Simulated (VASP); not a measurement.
# K2S (Fm-3m) in VASP: a series of runs

Runs on K2S. Level: LDA. Tasks: vibrations by perturbation theory, elastic constants.

Program: VASP 6.6.1. These are calculated values, not measurements. Logs are shortened: lines on timing, memory, paths and dates and some standing lists are left out, and cuts for length are marked.

## (1) The cell of the first run

It takes space group Fm-3m (No. 225, cubic). The conventional cell has a = 6.870 Å, b = 6.870 Å, c = 6.870 Å, α = 90.00°, β = 90.00°, γ = 90.00°. Within 3.9 Å of S (site symmetry m-3m) lie 8 K at 2.97 Å. Within 3.9 Å of K (site symmetry -43m) lie 4 S at 2.97 Å and 6 K at 3.43 to 3.44 Å.

## (2) Vibrations by perturbation theory, LDA

Contents of INCAR:

```
SYSTEM = K2S
ALGO = Normal
EDIFF = 1E-8
ENCUT = 500
GGA_COMPAT = .False.
IBRION = 8
ISIF = 2
ISMEAR = 0
LASPH = .True.
LCHARG = .True.
LEPSILON = .True.
LREAL = .False.
LWAVE = .False.
NBANDS = 19
NELM = 120
NSW = 1
PREC = Accurate
SIGMA = 0.01
```

Contents of KPOINTS:

```
k-points
0
Gamma
  8 8 8
  0 0 0
```

Contents of POSCAR:

```
K2S
1.0
    0.0000000000      3.4350000000      3.4350000000
    3.4350000000      0.0000000000      3.4350000000
    3.4350000000      3.4350000000      0.0000000000
S K
1 2
Direct
    0.0000000000      0.0000000000      0.0000000000
    0.2500000000      0.2500000000      0.2500000000
    0.7500000000      0.7500000000      0.7500000000
```

Potentials or basis: VASP PAW LDA potentials, release 64 (S, K_sv).

Run with:

```
$ cat potpaw_LDA.64/S/POTCAR potpaw_LDA.64/K_sv/POTCAR > POTCAR
$ mpirun -np 1 vasp_std > vasp.out
```

OUTCAR:

```text
SYSTEM = K2S
   EDIFF = 1E-8
   ENCUT = 500
   IBRION = 8
   ISIF = 2
   ISMEAR = 0
   LASPH = .True.
   LEPSILON = .True.
   LREAL = .False.
   NELM = 120
   NSW = 1
   PREC = Accurate

 ion  position               nearest neighbor table
   1  0.000  0.000  0.000-   3 2.97   3 2.97   3 2.97   2 2.97   3 2.97   2 2.97   2 2.97   2 2.97

   2  0.250  0.250  0.250-   1 2.97   1 2.97   1 2.97   1 2.97   3 3.44   3 3.44   3 3.44   3 3.44
                             3 3.44   3 3.44
   3  0.750  0.750  0.750-   1 2.97   1 2.97   1 2.97   1 2.97   2 3.44   2 3.44   2 3.44   2 3.44
                             2 3.44   2 3.44

  LATTYP: Found a face centered cubic cell.
 ALAT       =     6.8700000000

  Lattice vectors:

 A1 = (   0.0000000000,   3.4350000000,   3.4350000000)
 A2 = (   3.4350000000,   0.0000000000,   3.4350000000)
 A3 = (   3.4350000000,   3.4350000000,   0.0000000000)

Analysis of symmetry for initial positions (statically):
=====================================================================
 Subroutine PRICEL returns:
 Original cell was already a primitive cell.

 Routine SETGRP: Setting up the symmetry group for a
 face centered cubic supercell.

 Subroutine GETGRP returns: Found 48 space group operations
 (whereof 48 operations were pure point group operations)
 out of a pool of 48 trial point group operations.

The static configuration has the point symmetry O_h .

Analysis of symmetry for dynamics (positions and initial velocities):
=====================================================================
 Subroutine PRICEL returns:
 Original cell was already a primitive cell.

 Routine SETGRP: Setting up the symmetry group for a
 face centered cubic supercell.

 Subroutine GETGRP returns: Found 48 space group operations
 (whereof 48 operations were pure point group operations)
 out of a pool of 48 trial point group operations.
[... 782 lines left out ...]
  x     0.00000     0.00000     0.00000     0.00000     0.00000     0.00000
  y     0.00000     0.00000     0.00000     0.00000     0.00000     0.00000
  z     0.00000     0.00000     0.00000     0.00000     0.00000     0.00000

 PIEZOELECTRIC TENSOR (including local field effects)  for field in x, y, z        (C/m^2)
          XX          YY          ZZ          XY          YZ          ZX
  --------------------------------------------------------------------------------
  x     0.00000     0.00000     0.00000     0.00000     0.00000     0.00000
  y     0.00000     0.00000     0.00000     0.00000     0.00000     0.00000
  z     0.00000     0.00000     0.00000     0.00000     0.00000     0.00000

 BORN EFFECTIVE CHARGES (including local field effects) (in |e|, cummulative output)
 ---------------------------------------------------------------------------------
 ion    1
    1    -1.85511    -0.00000     0.00000
    2    -0.00000    -1.85511     0.00000
    3     0.00000     0.00000    -1.85511
 ion    2
    1     0.92755     0.00000     0.00000
    2     0.00000     0.92755     0.00000
    3    -0.00000     0.00000     0.92755
 ion    3
    1     0.92755    -0.00000     0.00000
    2     0.00000     0.92755     0.00000
    3    -0.00000     0.00000     0.92755

 INTERNAL STRAIN TENSOR FOR ION    3 for displacements in x,y,z  (eV/Angst):
          X           Y           Z          XY          YZ          ZX
  --------------------------------------------------------------------------------
  x    -0.00000     0.00000     0.00000     0.00000     4.04429     0.00000
  y     0.00000     0.00000     0.00000     0.00000     0.00000     4.04429
  z     0.00000     0.00000    -0.00000     4.04429     0.00000     0.00000

 SECOND DERIVATIVES (NOT SYMMETRIZED)
 ------------------------------------
               1X          1Y          1Z          2X          2Y          2Z          3X          3Y          3Z
  1X    -4.601044    0.000000    0.000000    2.300522    0.000000    0.000000    2.300522    0.000000    0.000000
  1Y     0.000000   -4.601044    0.000000    0.000000    2.300522    0.000000    0.000000    2.300522    0.000000
  1Z     0.000000    0.000000   -4.601044    0.000000    0.000000    2.300522    0.000000    0.000000    2.300522
  2X     2.300685    0.000000    0.000000   -3.010764    0.000000    0.000000    0.710078    0.000000   -0.000000
  2Y     0.000000    2.300685    0.000000    0.000000   -3.010764    0.000000    0.000000    0.710078    0.000000
  2Z     0.000000    0.000000    2.300685    0.000000    0.000000   -3.010764   -0.000000    0.000000    0.710078
  3X     2.300685    0.000000    0.000000    0.710078    0.000000   -0.000000   -3.010764    0.000000    0.000000
  3Y     0.000000    2.300685    0.000000    0.000000    0.710078    0.000000    0.000000   -3.010764    0.000000
  3Z     0.000000    0.000000    2.300685   -0.000000    0.000000    0.710078    0.000000    0.000000   -3.010764

 Eigenvectors and eigenvalues of the dynamical matrix
 ----------------------------------------------------

   1 f  =    7.032045 THz    44.183644 2PiTHz  234.563787 cm-1    29.082190 meV
             X         Y         Z           dx          dy          dz
      0.000000  0.000000  0.000000     0.079758   -0.838336   -0.000000
      1.717500  1.717500  1.717500    -0.036116    0.379620    0.000000
      5.152500  5.152500  5.152500    -0.036116    0.379620    0.000000
[... 43 lines left out ...]
   9 f/i=    0.000113 THz     0.000713 2PiTHz    0.003785 cm-1     0.000469 meV
             X         Y         Z           dx          dy          dz
      0.000000  0.000000  0.000000     0.043969    0.308898   -0.439863
      1.717500  1.717500  1.717500     0.048549    0.341079   -0.485688
      5.152500  5.152500  5.152500     0.048549    0.341079   -0.485688

--------------------------------------------------------------------------------------------------------

 MACROSCOPIC STATIC DIELECTRIC TENSOR IONIC CONTRIBUTION
 ------------------------------------------------------
           1.669657     0.000000    -0.000000
           0.000000     1.669657    -0.000000
          -0.000000    -0.000000     1.669657
 ------------------------------------------------------

 ELASTIC MODULI CONTR FROM IONIC RELAXATION (kBar)
 Direction    XX          YY          ZZ          XY          YZ          ZX
 --------------------------------------------------------------------------------
 XX          -0.0000      0.0000     -0.0000      0.0000      0.0000      0.0000
 YY           0.0000     -0.0000      0.0000     -0.0000     -0.0000     -0.0000
 ZZ          -0.0000      0.0000     -0.0000      0.0000      0.0000      0.0000
 XY           0.0000     -0.0000      0.0000   -173.7698     -0.0000     -0.0000
 YZ           0.0000     -0.0000      0.0000     -0.0000   -173.7698     -0.0000
 ZX           0.0000     -0.0000      0.0000     -0.0000     -0.0000   -173.7698
 --------------------------------------------------------------------------------

 PIEZOELECTRIC TENSOR IONIC CONTR  for field in x, y, z        (C/m^2)
          XX          YY          ZZ          XY          YZ          ZX
  --------------------------------------------------------------------------------
  x    -0.00000     0.00000    -0.00000     0.00000     0.00000     0.00000
  y    -0.00000     0.00000    -0.00000     0.00000     0.00000    -0.00000
  z    -0.00000    -0.00000    -0.00000     0.00000     0.00000    -0.00000
```

OSZICAR:

```text
N       E                     dE             d eps       ncg     rms          rms(c)
DAV:   1     0.167249880511E+03    0.16725E+03   -0.10916E+04  1102   0.109E+03
DAV:   2     0.210376628343E+01   -0.16515E+03   -0.15898E+03  1199   0.336E+02
DAV:   3    -0.113676605490E+02   -0.13471E+02   -0.13421E+02  2017   0.720E+01
DAV:   4    -0.116524945367E+02   -0.28483E+00   -0.28461E+00  1572   0.980E+00
[... 260 lines left out ...]
RMM:  22    -0.310533733058E+00    0.16468E-07   -0.89811E-08  9053   0.480E-04    0.819E-06
RMM:  23    -0.310533716751E+00    0.16308E-07   -0.72181E-08  9188   0.480E-04    0.444E-06
RMM:  24    -0.310533704669E+00    0.12082E-07   -0.57270E-08  9162   0.479E-04    0.165E-06
RMM:  25    -0.310533700680E+00    0.39892E-08   -0.66642E-08  8947   0.479E-04    0.734E-07
 Linear response finished
```

It took 18 min on 1 thread of AMD EPYC 9R45 (Zen 5), shared host; peak memory 0.52 GiB.

Results:

```yaml
Electronic_dielectric_tensor_diagonal: 3.32
Born_charges_mean_of_the_diagonal: S -1.86; K +0.93 e
Highest_phonon_frequency_at_Γ_LO-TO_splitting_left_out: 235 cm⁻¹
```

Phonon frequencies in cm⁻¹ (negative: imaginary):
```csv
q point,frequencies
"(0.000, 0.000, 0.000)",0 0 0 161 161 161 235 235 235
```

Electronic dielectric tensor:
```
3.32 0.00 0.00
0.00 3.32 0.00
0.00 0.00 3.32
```

Born effective charge tensors (e):
atom 1, S
```
-1.86  0.00  0.00
 0.00 -1.86  0.00
 0.00  0.00 -1.86
```
atom 2, K
```
0.93 0.00 0.00
0.00 0.93 0.00
0.00 0.00 0.93
```
atom 3, K
```
0.93 0.00 0.00
0.00 0.93 0.00
0.00 0.00 0.93
```

Caveat: the cell stands under pressure or tension, which shifts response properties.

## (3) Elastic constants, LDA

This run uses another cell than the first one, of 30.98 Å³/atom.

Contents of INCAR:

```
PREC = Accurate
ENCUT = 500
EDIFF = 1E-8
ISMEAR = 0
SIGMA = 0.01
LREAL = F
LASPH = T
NELM = 120
ALGO = Normal
ISIF = 3
LWAVE = F
LCHARG = F
IBRION = 6
NFREE = 2
POTIM = 0.015
NSW = 1
GGA_COMPAT = F
```

Contents of KPOINTS:

```
regular mesh
0
Gamma
  8 8 8
```

Contents of POSCAR:

```
K2S
1.0
    0.0000000000      3.5954000000      3.5954000000
    3.5954000000      0.0000000000      3.5954000000
    3.5954000000      3.5954000000      0.0000000000
S K
1 2
Direct
    0.0000000000      0.0000000000      0.0000000000
    0.2500000000      0.2500000000      0.2500000000
    0.7500000000      0.7500000000      0.7500000000
```

Potentials or basis: VASP PAW LDA potentials, release 64 (S, K_sv).

Run with:

```
$ cat potpaw_LDA.64/S/POTCAR potpaw_LDA.64/K_sv/POTCAR > POTCAR
$ mpirun -np 1 vasp_std > vasp.out
```

OUTCAR:

```text
PREC = Accurate
   ENCUT = 500
   EDIFF = 1E-8
   ISMEAR = 0
   LREAL = F
   LASPH = T
   NELM = 120
   ISIF = 3
   IBRION = 6
   NFREE = 2
   POTIM = 0.015
   NSW = 1

 ion  position               nearest neighbor table
   1  0.000  0.000  0.000-   3 3.11   3 3.11   3 3.11   2 3.11   3 3.11   2 3.11   2 3.11   2 3.11

   2  0.250  0.250  0.250-   1 3.11   1 3.11   1 3.11   1 3.11   3 3.60   3 3.60   3 3.60   3 3.60
                             3 3.60   3 3.60
   3  0.750  0.750  0.750-   1 3.11   1 3.11   1 3.11   1 3.11   2 3.60   2 3.60   2 3.60   2 3.60
                             2 3.60   2 3.60

  LATTYP: Found a face centered cubic cell.
 ALAT       =     7.1908000000

  Lattice vectors:

 A1 = (   0.0000000000,   3.5954000000,   3.5954000000)
 A2 = (   3.5954000000,   0.0000000000,   3.5954000000)
 A3 = (   3.5954000000,   3.5954000000,   0.0000000000)

Analysis of symmetry for initial positions (statically):
=====================================================================
 Subroutine PRICEL returns:
 Original cell was already a primitive cell.

 Routine SETGRP: Setting up the symmetry group for a
 face centered cubic supercell.

 Subroutine GETGRP returns: Found 48 space group operations
 (whereof 48 operations were pure point group operations)
 out of a pool of 48 trial point group operations.

The static configuration has the point symmetry O_h .

Analysis of symmetry for dynamics (positions and initial velocities):
=====================================================================
[... 853 lines left out ...]
  free  energy   TOTEN  =       -10.4065059606 eV

  energy  without entropy=      -10.4065059606  energy(sigma->0) =      -10.40650596

 INTERNAL STRAIN TENSORS FROM STRAINED CELLS
 ============================================

 INTERNAL STRAIN TENSOR FOR ION    1 for displacements in x,y,z  (eV/Angst):
          X           Y           Z          XY          YZ          ZX
  --------------------------------------------------------------------------------
  x    -0.00000    -0.00000     0.00000     0.00000    -0.00000     0.00000
  y     0.00000    -0.00000    -0.00000     0.00000     0.00000     0.00000
  z    -0.00000     0.00000     0.00000     0.00000     0.00000    -0.00000

 INTERNAL STRAIN TENSORS FROM DISPLACED ATOMS
 ============================================

 INTERNAL STRAIN TENSOR FOR ION    1 for displacements in x,y,z  (eV/Angst):
          X           Y           Z          XY          YZ          ZX
  --------------------------------------------------------------------------------
  x     0.00000     0.00000     0.00000     0.00000     0.00000     0.00000
  y     0.00000     0.00000     0.00000     0.00000     0.00000     0.00000
  z     0.00000     0.00000     0.00000     0.00000     0.00000     0.00000

 INTERNAL STRAIN TENSOR FOR ION    3 for displacements in x,y,z  (eV/Angst):
          X           Y           Z          XY          YZ          ZX
  --------------------------------------------------------------------------------
  x    -0.00000     0.00000     0.00000     0.00000     1.96033     0.00000
  y     0.00000     0.00000     0.00000     0.00000     0.00000     1.96033
  z     0.00000     0.00000     0.00000     1.96033     0.00000     0.00000

 Eigenvectors and eigenvalues of the dynamical matrix
 ----------------------------------------------------

   1 f  =    5.495112 THz    34.526806 2PiTHz  183.297202 cm-1    22.725946 meV
             X         Y         Z           dx          dy          dz
      0.000000  0.000000  0.000000    -0.407737    0.736998    0.000000
      1.797700  1.797700  1.797700     0.184523   -0.333532   -0.000000
      5.393100  5.393100  5.393100     0.184523   -0.333532   -0.000000
[... 43 lines left out ...]
   9 f/i=    0.001399 THz     0.008790 2PiTHz    0.046664 cm-1     0.005786 meV
             X         Y         Z           dx          dy          dz
      0.000000  0.000000  0.000000     0.435470   -0.317548   -0.010691
      1.797700  1.797700  1.797700     0.481123   -0.350839   -0.011812
      5.393100  5.393100  5.393100     0.481123   -0.350839   -0.011812

--------------------------------------------------------------------------------------------------------

 ELASTIC MODULI CONTR FROM IONIC RELAXATION (kBar)
 Direction    XX          YY          ZZ          XY          YZ          ZX
 --------------------------------------------------------------------------------
 XX          -0.0000     -0.0000      0.0000      0.0000      0.0000     -0.0000
 YY          -0.0000     -0.0000      0.0000      0.0000      0.0000     -0.0000
 ZZ           0.0000      0.0000     -0.0000     -0.0000     -0.0000      0.0000
 XY           0.0000      0.0000     -0.0000    -50.9755     -0.0000      0.0000
 YZ           0.0000      0.0000     -0.0000     -0.0000    -50.9755      0.0000
 ZX          -0.0000     -0.0000      0.0000      0.0000      0.0000    -50.9755
 --------------------------------------------------------------------------------

 TOTAL ELASTIC MODULI (kBar)
 Direction    XX          YY          ZZ          XY          YZ          ZX
 --------------------------------------------------------------------------------
 XX         400.3076    159.3632    159.3632     -0.0000     -0.0000      0.0000
 YY         159.3632    400.3076    159.3632      0.0000      0.0000     -0.0000
 ZZ         159.3632    159.3632    400.3076     -0.0000     -0.0000      0.0000
 XY          -0.0000      0.0000     -0.0000     97.8782     -0.0000      0.0000
 YZ          -0.0000      0.0000     -0.0000     -0.0000     97.8782      0.0000
 ZX           0.0000     -0.0000      0.0000      0.0000      0.0000     97.8782
 --------------------------------------------------------------------------------
```

stdout:

```text
POSCAR found type information on POSCAR S K
 POSCAR found :  2 types and       3 ions
 scaLAPACK will be used
 LDA part: xc-table for (Slater(with rela. corr.)+CA(PZ))
 , standard interpolation
 POSCAR, INCAR and KPOINTS ok, starting setup
 FFT: planning ... GRIDC
 FFT: planning ... GRID_SOFT
 FFT: planning ... GRID
 WAVECAR not read
 entering main loop
 Found     2 degrees of freedom:
 Adding 6 more for cell shape distortion
 Finite differences POTIM= 0.01500 DOF=   8
 bond charge predicted
 Finite differences progress:
 bond charge predicted
 Finite differences progress:
 bond charge predicted
 Finite differences progress:
 bond charge predicted
 Finite differences progress:
 bond charge predicted
 Finite differences progress:
 bond charge predicted
 Finite differences progress:
 bond charge predicted
 Finite differences progress:
 bond charge predicted
 Finite differences progress:
 bond charge predicted
 Finite differences progress:
 bond charge predicted
 Finite differences progress:
 bond charge predicted
 Finite differences progress:
 bond charge predicted
 Finite differences progress:
 bond charge predicted
 Finite differences progress:
 bond charge predicted
 Finite differences progress:
 bond charge predicted
 Finite differences progress:
 bond charge predicted
 Finite differences progress:
```

Run time: 20 min. Hardware: 1 thread of AMD EPYC 9R45 (Zen 5), shared host; peak memory 0.41 GiB.

What came out:

```
Elastic constants C11, C12, C44                         : 40, 16, 10 GPa
Voigt bulk modulus                                      : 24 GPa
Highest phonon frequency at Γ, LO-TO splitting left out : 183 cm⁻¹
```

Phonon frequencies in cm⁻¹ (negative: imaginary):
| q point | frequencies |
| --- | --- |
| (0.000, 0.000, 0.000) | 0 0 0 134 134 134 183 183 183 |

Elastic tensor in Voigt notation (GPa, in the Cartesian axes of the cell as first typed):
```
40 16 16  0  0  0
16 40 16  0  0  0
16 16 40  0  0  0
 0  0  0 10  0  0
 0  0  0  0 10  0
 0  0  0  0  0 10
```

Clamped-ion elastic tensor (GPa):
```
40 16 16  0  0  0
16 40 16  0  0  0
16 16 40  0  0  0
 0  0  0 15  0  0
 0  0  0  0 15  0
 0  0  0  0  0 15
```
